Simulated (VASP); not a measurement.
# Ga (P2_1/m) in VASP: notebook

The runs below take Ga through single point, with PBE, revPBE.

All numbers are computed with VASP 6.6.1; they aren't measurements. Logs are shortened: lines on timing, memory, paths and dates and some standing lists are left out, and cuts for length are marked.

## 1. The cell of the first run

The structure is monoclinic, space group P2_1/m (No. 11). The conventional cell has a = 2.834 Å, b = 3.282 Å, c = 4.219 Å, α = 90.00°, β = 108.95°, γ = 90.00°. Ga (site symmetry m) has 10 Ga at 2.71 to 3.28 Å within 3.6 Å.

## 2. Single point, PBE

INCAR reads:

```
  ALGO = Fast
  EDIFF = 1E-6
  ENCUT = 520
  GGA = PE
  ISIF = 2
  ISMEAR = -1
  LASPH = T
  LCHARG = F
  LREAL = F
  LWAVE = F
  NBANDS = 20
  NELM = 60
  PREC = Accurate
  SIGMA = 0.05
```

KPOINTS reads:

```
k-points
0
Gamma
  10 8 7
```

POSCAR reads:

```
Ga
1.0
    2.8339905266      0.0000000000      0.0000000000
    0.0000000000      3.2816087900      0.0000000000
   -1.3702997206      0.0000000000      3.9902731763
Ga
2
Direct
    0.1345962700      0.7500000000      0.7701668300
    0.8654037300      0.2500000000      0.2298331700
```

Potentials or basis: VASP PAW PBE potentials, release 64 (Ga_d).

Launch:

```bash
cat potpaw_PBE.64/Ga_d/POTCAR > POTCAR
mpirun -np 1 vasp_std > vasp.out
```

OUTCAR:

```text
EDIFF = 1E-6
   ENCUT = 520
   GGA = PE
   ISIF = 2
   ISMEAR = -1
   LASPH = T
   LREAL = F
   NELM = 60
   PREC = Accurate

 ion  position               nearest neighbor table
   1  0.135  0.750  0.770-   2 2.71   2 2.71   2 2.83   2 2.83   2 2.85   2 2.85
   2  0.865  0.250  0.230-   1 2.71   1 2.71   1 2.83   1 2.83   1 2.85   1 2.85

  LATTYP: Found a simple monoclinic cell.
 ALAT       =     2.8339905266
 B/A-ratio  =     1.1579462808
 C/A-ratio  =     1.4887152028
 COS(beta)  =    -0.3247921706

  Lattice vectors:

 A1 = (   2.8339905266,   0.0000000000,   0.0000000000)
 A2 = (   0.0000000000,   3.2816087900,   0.0000000000)
 A3 = (  -1.3702997206,   0.0000000000,   3.9902731763)

Analysis of symmetry for initial positions (statically):
=====================================================================
 Subroutine PRICEL returns:
 Original cell was already a primitive cell.

 Routine SETGRP: Setting up the symmetry group for a
 simple monoclinic supercell.

 Subroutine GETGRP returns: Found  4 space group operations
 (whereof  2 operations were pure point group operations)
 out of a pool of  4 trial point group operations.

The static configuration has the point symmetry S_2 .
 The point group associated with its full space group is C_2h.

Analysis of symmetry for dynamics (positions and initial velocities):
=====================================================================
 Subroutine PRICEL returns:
 Original cell was already a primitive cell.

 Routine SETGRP: Setting up the symmetry group for a
 simple monoclinic supercell.

 Subroutine GETGRP returns: Found  4 space group operations
 (whereof  2 operations were pure point group operations)
 out of a pool of  4 trial point group operations.

The dynamic configuration has the point symmetry S_2 .
 The point group associated with its full space group is C_2h.

 Subroutine INISYM returns: Found  4 space group operations
 (whereof  2 operations are pure point group operations),
 and found     1 'primitive' translations

----------------------------------------------------------------------------------------

                                     Primitive cell

  volume of cell :      37.1097

  direct lattice vectors                    reciprocal lattice vectors
     2.833990527  0.000000000  0.000000000     0.352859331  0.000000000  0.121175424
     0.000000000  3.281608790  0.000000000     0.000000000  0.304728584  0.000000000
    -1.370299721  0.000000000  3.990273176     0.000000000  0.000000000  0.250609408

  length of vectors
     2.833990527  3.281608790  4.219004781     0.373086036  0.304728584  0.250609408

  position of ions in fractional coordinates (direct lattice)
     0.134596270  0.750000000  0.770166830
     0.865403730  0.250000000  0.229833170

  ion indices of the primitive-cell ions
   primitive index   ion index
                 1           1
                 2           2

----------------------------------------------------------------------------------------

 KPOINTS: k-points

Automatic generation of k-mesh.
 Grid dimensions read from file:
 generate k-points for:   10    8    7

 Generating k-lattice:

  Cartesian coordinates                     Fractional coordinates (reciprocal lattice)
     0.035285933  0.000000000  0.012117542     0.100000000  0.000000000  0.000000000
     0.000000000  0.038091073  0.000000000     0.000000000  0.125000000  0.000000000
     0.000000000  0.000000000  0.035801344     0.000000000  0.000000000  0.142857143

  Length of vectors
     0.037308604  0.038091073  0.035801344

  Shift w.r.t. Gamma in fractional coordinates (k-lattice)
     0.000000000  0.000000000  0.000000000

 Subroutine IBZKPT returns following result:
 ===========================================

 Found    180 irreducible k-points:

 Following reciprocal coordinates:
            Coordinates               Weight
  0.000000  0.000000  0.000000      1.000000
  0.100000  0.000000  0.000000      2.000000
  0.200000  0.000000  0.000000      2.000000
  0.300000  0.000000  0.000000      2.000000
  0.400000  0.000000  0.000000      2.000000
  0.500000  0.000000 -0.000000      1.000000
[... 16 lines left out ...]
  0.400000  0.375000  0.000000      4.000000
  0.500000  0.375000 -0.000000      2.000000
 [... further k-points ...]
   k-points           NKPTS =    180   k-points in BZ     NKDIM =    180   number of bands    NBANDS=     20
   number of dos      NEDOS =    301   number of ions     NIONS =      2
   total plane-waves  NPLWV =  18432
   dimension x,y,z NGX =    24 NGY =   24 NGZ =   32
   dimension x,y,z NGXF=    48 NGYF=   48 NGZF=   64
   ions per type =               2
   NGX,Y,Z   is equivalent  to a cutoff of  14.08, 12.16, 12.61 a.u.
   NGXF,Y,Z  is equivalent  to a cutoff of  28.16, 24.32, 25.22 a.u.
 SYSTEM =  unknown system
   PREC   = accura    normal or accurate (medium, high low for compatibility)
   ISTART =      0    job   : 0-new  1-cont  2-samecut
   ICHARG =      2    charge: 1-file 2-atom 10-const
   ISPIN  =      1    spin polarized calculation?
   LNONCOLLINEAR =      F non collinear calculations
   LSORBIT =      F    spin-orbit coupling
   LASPH  =      T    aspherical Exc in radial PAW
   ENCUT  =  520.0 eV  38.22 Ry    6.18 a.u.   5.27  6.10  7.84*2*pi/ulx,y,z
   NELM   =     60;   NELMIN=  2; NELMDL= -5     # of ELM steps
   EDIFF  = 0.1E-05   stopping-criterion for ELM
   LREAL  =      F    real-space projection
   EDIFFG = 0.1E-04   stopping-criterion for IOM
   NSW    =      0    number of steps for IOM
   IBRION =     -1    ionic relax: 0-MD 1-quasi-New 2-CG
   NFREE  =      0    steps in history (QN), initial steepest desc. (CG)
   ISIF   =      2    stress and relaxation
   ISYM   =      2    0-nonsym 1-usesym 2-fastsym
   POTIM  = 0.5000    time-step for ionic-motion
   TEBEG  =    0.0;   TEEND  =   0.0 temperature during run
   PSTRESS=    0.0 pullay stress
   NELECT =      26.0000    total number of electrons
   NUPDOWN=      -1.0000    fix difference up-down
   EMIN   =  10.00;   EMAX   =-10.00  energy-range for DOS
   EFERMI =   0.00;   METHOD = LEGACY
   ISMEAR =    -1;   SIGMA  =   0.05  broadening in eV -4-tet -1-fermi 0-gaus
   EFERMI_NEDOS =   21; number of points for ismear=-14 and -15
   IALGO  =     68    algorithm
   IMIX   =      4    mixing-type and parameters
     AMIX     =   0.40;   BMIX     =  1.00
     AMIX_MAG =   1.60;   BMIX_MAG =  1.00
  volume/ion in A,a.u.               =      18.55       125.21
  Fermi-wavevector in a.u.,A,eV,Ry     =   1.454019  2.747697 28.765036  2.114170
  Thomas-Fermi vector in A             =   2.571218
   LORBIT       =      0    0 simple, 1 ext, 2 COOP (PROOUT), +10 PAW based schemes
   GGA     = PE    functional components
   LHFCALC =     F    Hartree Fock is set to
   AEXX    =    0.0000 exact exchange contribution
   IVDW    =     0    specifies the selected vdW correction
   LEPSILON=     F    determine dielectric tensor
   LRPA    =     F    only Hartree local field effects (RPA)
 non-spin polarized calculation
 RMM-DIIS sequential band-by-band and
  energy-cutoff  :      520.00
  volume of cell :       37.11
 maximum number of plane-waves:      1017
 NGX is ok and might be reduce to    24
   NGX = 11   NGY = 13   NGZ = 15

 number of electron      26.0000013 magnetization

 Free energy of the ion-electron system (eV)
  ---------------------------------------------------
  ext. energy  EPLUGINS =         0.00000000
  ---------------------------------------------------
  free energy    TOTEN  =        -5.78825226 eV

  energy without entropy =       -5.78446896  energy(sigma->0) =       -5.78636061

 E-fermi :   5.6156     XC(G=0): -11.0508

 val. band max:        5.5944976608   @ k =  -0.3000   0.0000   0.2857
 cond. band min:       5.6158098176   @ k =   0.1000   0.3750   0.0000
 fundamental gap:      0.0213121569
 Fermi energy:         5.6156483760

 k-point     1 :       0.0000    0.0000    0.0000
  band No.  band energies     occupation
      1      -9.4929      2.00000
      2      -9.4881      2.00000
      3      -9.4193      2.00000
      4      -9.4112      2.00000
      5      -9.1888      2.00000
      6      -9.1860      2.00000
[... 12 lines left out ...]
     19      16.5390      0.00000
     20      18.2472      0.00000

 k-point     2 :       0.1000    0.0000    0.0000
  band No.  band energies     occupation
      1      -9.4815      2.00000
      2      -9.4801      2.00000
      3      -9.4086      2.00000
      4      -9.3713      2.00000
      5      -9.2008      2.00000
      6      -9.2004      2.00000
[... 12 lines left out ...]
     19      17.2299      0.00000
     20      20.0813      0.00000

 k-point     3 :       0.2000    0.0000    0.0000
  band No.  band energies     occupation
      1      -9.4648      2.00000
      2      -9.4505      2.00000
      3      -9.3661      2.00000
      4      -9.2973      2.00000
      5      -9.2406      2.00000
      6      -9.2226      2.00000
[... 12 lines left out ...]
     19      17.4316      0.00000
     20      21.2028      0.00000

 k-point     4 :       0.3000    0.0000    0.0000
  band No.  band energies     occupation
      1      -9.4466      2.00000
      2      -9.4204      2.00000
      3      -9.3305      2.00000
      4      -9.3065      2.00000
      5      -9.2922      2.00000
      6      -9.1818      2.00000
[... 12 lines left out ...]
     19      17.5755      0.00000
     20      19.4282      0.00000

 k-point     5 :       0.4000    0.0000    0.0000
  band No.  band energies     occupation
      1      -9.4339      2.00000
      2      -9.4155      2.00000
      3      -9.3368      2.00000
      4      -9.3317      2.00000
      5      -9.3133      2.00000
      6      -9.1868      2.00000
[... 12 lines left out ...]
     19      16.3901      0.00000
     20      18.2259      0.00000

 k-point     6 :       0.5000    0.0000   -0.0000
  band No.  band energies     occupation
      1      -9.4290      2.00000
      2      -9.4234      2.00000
      3      -9.3553      2.00000
      4      -9.3287      2.00000
      5      -9.3135      2.00000
      6      -9.1859      2.00000
[... 12 lines left out ...]
     19      16.2327      0.00000
     20      16.9543      0.00000

 k-point     7 :       0.0000    0.1250    0.0000
  band No.  band energies     occupation
      1      -9.5018      2.00000
      2      -9.4657      2.00000
      3      -9.4120      2.00000
      4      -9.3927      2.00000
      5      -9.2145      2.00000
      6      -9.2128      2.00000
[... 12 lines left out ...]
     19      15.5808      0.00000
     20      17.8390      0.00000
[... 277 lines left out ...]
 k-point    20 :       0.1000    0.3750    0.0000
  band No.  band energies     occupation
      1      -9.4849      2.00000
      2      -9.4203      2.00000
      3      -9.3151      2.00000
      4      -9.3000      2.00000
      5      -9.2854      2.00000
      6      -9.2625      2.00000
[... 12 lines left out ...]
     19      18.1419      0.00000
     20      19.1055      0.00000

 k-point    21 :       0.2000    0.3750    0.0000
  band No.  band energies     occupation
      1      -9.4644      2.00000
      2      -9.3996      2.00000
      3      -9.3250      2.00000
      4      -9.3017      2.00000
      5      -9.2777      2.00000
      6      -9.2320      2.00000
[... 12 lines left out ...]
     19      15.2030      0.00000
     20      16.9506      0.00000

 k-point    22 :       0.3000    0.3750    0.0000
  band No.  band energies     occupation
      1      -9.4655      2.00000
      2      -9.4116      2.00000
      3      -9.3639      2.00000
      4      -9.3027      2.00000
      5      -9.2334      2.00000
      6      -9.2148      2.00000
[... 12 lines left out ...]
     19      13.5862      0.00000
     20      15.7966      0.00000

 k-point    23 :       0.4000    0.3750    0.0000
  band No.  band energies     occupation
      1      -9.4799      2.00000
      2      -9.4105      2.00000
      3      -9.4016      2.00000
      4      -9.3419      2.00000
      5      -9.2262      2.00000
      6      -9.1833      2.00000
[... 12 lines left out ...]
     19      14.2133      0.00000
     20      17.0551      0.00000

 k-point    24 :       0.5000    0.3750   -0.0000
  band No.  band energies     occupation
      1      -9.4857      2.00000
      2      -9.4229      2.00000
      3      -9.3903      2.00000
      4      -9.3742      2.00000
      5      -9.2274      2.00000
      6      -9.1597      2.00000
[... 12 lines left out ...]
     19      16.1519      0.00000
     20      16.7706      0.00000

 [... further k-points ...]
[... 5 lines left out ...]
  --------------------------------------------------------------------------------------
  -------------------------------------------------------------------------------------
  Total        0.4398418      0.3029452      0.7193087      0.0000000      0.0000000     -0.0470951
  in kB       18.9897520     13.0793717     31.0554654      0.0000000      0.0000000     -2.0332868
  external PRESSURE =      21.0415297 kB  Pullay stress =       0.0000000 kB

 VOLUME and BASIS-vectors are now :
 -----------------------------------------------------------------------------
  energy-cutoff  :      520.00
  volume of cell :       37.11
      direct lattice vectors                 reciprocal lattice vectors
     2.833990527  0.000000000  0.000000000     0.352859331  0.000000000  0.121175424
     0.000000000  3.281608790  0.000000000     0.000000000  0.304728584  0.000000000
    -1.370299721  0.000000000  3.990273176     0.000000000  0.000000000  0.250609408

 POSITION                                       TOTAL-FORCE (eV/Angst)
 -----------------------------------------------------------------------------------
     -0.67391      2.46121      3.07318        -0.005582      0.000000     -0.012735
      2.13761      0.82040      0.91710         0.005582     -0.000000      0.012735
 -----------------------------------------------------------------------------------
    total drift:                               -0.000000     -0.000000      0.000000

  FREE ENERGIE OF THE ION-ELECTRON SYSTEM (eV)
  ---------------------------------------------------
  free  energy   TOTEN  =        -5.7882522571 eV

  energy  without entropy=       -5.7844689556  energy(sigma->0) =       -5.78636061
```

Run time: 53 s. Hardware: 1 thread of AMD EPYC 9R45 (Zen 5), shared host; peak memory 0.19 GiB.

What came out:

| Quantity | Value |
| --- | --- |
| Free energy | -5.7883 eV |
| Pressure | 2.1 GPa |
| Largest force | 0.014 eV/Å |
| Band gap on the k mesh | zero (band 13 reaches 10.00 eV, above the bottom of band 14 at 1.64 eV) |

Forces in eV/Å, atoms in the order of the input:
```
Ga  -0.006  0.000 -0.013
Ga   0.006  0.000  0.013
```

## 3. Single point, PBE

This run uses another cell than the first one, of 19.21 Å³/atom, 1.035 times its volume.

INCAR reads:

```
ALGO = Fast ; EDIFF = 1E-6
ENCUT = 520 ; GGA = PE
ISIF = 2 ; ISMEAR = -1
LASPH = T ; LCHARG = F
LREAL = F ; LWAVE = F
NBANDS = 20 ; NELM = 100
PREC = Accurate ; SIGMA = 0.05
```

KPOINTS is that of step 2.

POSCAR reads:

```
Ga
1.0
    2.8466641482      0.0000000000     -0.0367778263
    0.0000000000      3.2707244690      0.0000000000
   -1.4292467438      0.0000000000      4.1443746995
Ga
2
Direct
    0.1239322524      0.7500000000      0.7682504250
    0.8760677476      0.2500000000      0.2317495750
```

Potentials or basis: VASP PAW PBE potentials, release 64 (Ga_d).

Launch:

```bash
cat potpaw_PBE.64/Ga_d/POTCAR > POTCAR
mpirun -np 1 vasp_std > vasp.out
```

Wall time 66 s (1 thread of AMD EPYC 9R45 (Zen 5), shared host); peak memory 0.2 GiB.

Results (log left out):

| Item | Value |
| --- | --- |
| Free energy | -5.8024 eV |
| Pressure | 0.2 GPa |
| Largest force | 0.004 eV/Å |
| Band gap on the k mesh | zero (band 13 reaches 9.87 eV, above the bottom of band 14 at 1.46 eV) |

Forces on the atoms (eV/Å):
```
Ga  -0.003  0.000  0.002
Ga   0.003  0.000 -0.002
```

Levels at points of the mesh, in eV from the Fermi level:
| k point | band 9 | band 10 | band 11 | band 12 | band 13 | band 14 | band 15 | band 16 | band 17 | band 18 |
| --- | --- | --- | --- | --- | --- | --- | --- | --- | --- | --- |
| (0.00, 0.00, 0.00) | -14.72 | -14.59 | -10.94 | -2.12 | -1.79 | 2.38 | 6.04 | 8.59 | 9.66 | 10.44 |
| (0.50, 0.00, 0.00) | -14.64 | -14.62 | -6.14 | -4.98 | -1.63 | -0.34 | 6.39 | 6.41 | 8.95 | 9.04 |
| (0.00, 0.50, 0.00) | -14.65 | -14.65 | -7.38 | -7.38 | 1.68 | 1.68 | 2.36 | 2.36 | 10.92 | 10.92 |
| (0.50, 0.50, 0.00) | -14.62 | -14.62 | -2.76 | -2.76 | -1.45 | -1.45 | 1.92 | 1.92 | 4.10 | 4.10 |

## 4. Single point, revPBE

This run uses another cell than the first one, of 19.74 Å³/atom, 1.064 times its volume.

INCAR reads:

```
SYSTEM = Ga
PREC = Accurate ; ENCUT = 520
EDIFF = 1E-6 ; ISMEAR = -1
SIGMA = 0.05 ; LREAL = .False.
LASPH = .True. ; NELM = 80
ALGO = Fast ; ISIF = 2
LWAVE = .False. ; LCHARG = .True.
GGA = RE ; LELF = .True.
LVHAR = .True. ; NBANDS = 20
```

KPOINTS reads:

```
Automatic mesh
0
Gamma
  10 8 7
  0 0 0
```

POSCAR reads:

```
Ga
1.0
    2.8767982621      0.0000000000     -0.0385367439
    0.0000000000      3.2954065276      0.0000000000
   -1.4463433785      0.0000000000      4.1837172354
Ga
2
Direct
    0.1236503540      0.7500000000      0.7683101200
    0.8763496460      0.2500000000      0.2316898800
```

Launch:

```bash
cat potpaw_PBE.64/Ga_d/POTCAR > POTCAR
mpirun -np 1 vasp_std > vasp.out
```

It took 80 s on 1 thread of AMD EPYC 9R45 (Zen 5), shared host; peak memory 0.21 GiB.

Results (log left out):

| Item | Value |
| --- | --- |
| Free energy | -5.2142 eV |
| Pressure | 0.3 GPa |
| Largest force | 0.005 eV/Å |
| Band gap on the k mesh | zero (band 13 reaches 9.61 eV, above the bottom of band 14 at 1.43 eV) |

Forces on the atoms (eV/Å):
```
Ga  -0.003  0.000  0.003
Ga   0.003  0.000 -0.003
```

Levels at points of the mesh, in eV from the Fermi level:
| k point | band 9 | band 10 | band 11 | band 12 | band 13 | band 14 | band 15 | band 16 | band 17 | band 18 |
| --- | --- | --- | --- | --- | --- | --- | --- | --- | --- | --- |
| (0.00, 0.00, 0.00) | -14.73 | -14.61 | -10.73 | -2.04 | -1.81 | 2.40 | 5.98 | 8.39 | 9.45 | 10.28 |
| (0.50, 0.00, 0.00) | -14.65 | -14.63 | -6.07 | -4.87 | -1.58 | -0.38 | 6.28 | 6.32 | 8.81 | 8.84 |
| (0.00, 0.50, 0.00) | -14.67 | -14.67 | -7.23 | -7.23 | 1.67 | 1.67 | 2.32 | 2.32 | 10.66 | 10.66 |
| (0.50, 0.50, 0.00) | -14.64 | -14.64 | -2.75 | -2.75 | -1.41 | -1.41 | 1.90 | 1.90 | 4.02 | 4.02 |

Caveat: the PAW data sets were made with another functional, which shifts forces and pressure a little.

## 5. Overview

```csv
level,cell,gap on the mesh (eV),pressure (GPa)
PBE,"a = 2.834, b = 3.282, c = 4.219 Å, angles 90.0, 109.0, 90.0°, 2 atoms",none,2.1
PBE,"a = 2.847, b = 3.271, c = 4.384 Å, angles 90.0, 109.8, 90.0°, 2 atoms",none,0.2
revPBE,"a = 2.877, b = 3.295, c = 4.427 Å, angles 90.0, 109.8, 90.0°, 2 atoms",none,0.3
```

Alike in all rows: task single point; potentials or basis VASP PAW PBE potentials, release 64 (Ga_d); no spin polarisation; k mesh 10 × 8 × 7; cutoff (eV) 520; smearing fermi-dirac 0.05 eV.

Caveats: the PAW data sets were made with another functional, which shifts forces and pressure a little (some runs).

Total energies depend on the potentials used, so only differences within one code and one set of settings carry meaning.
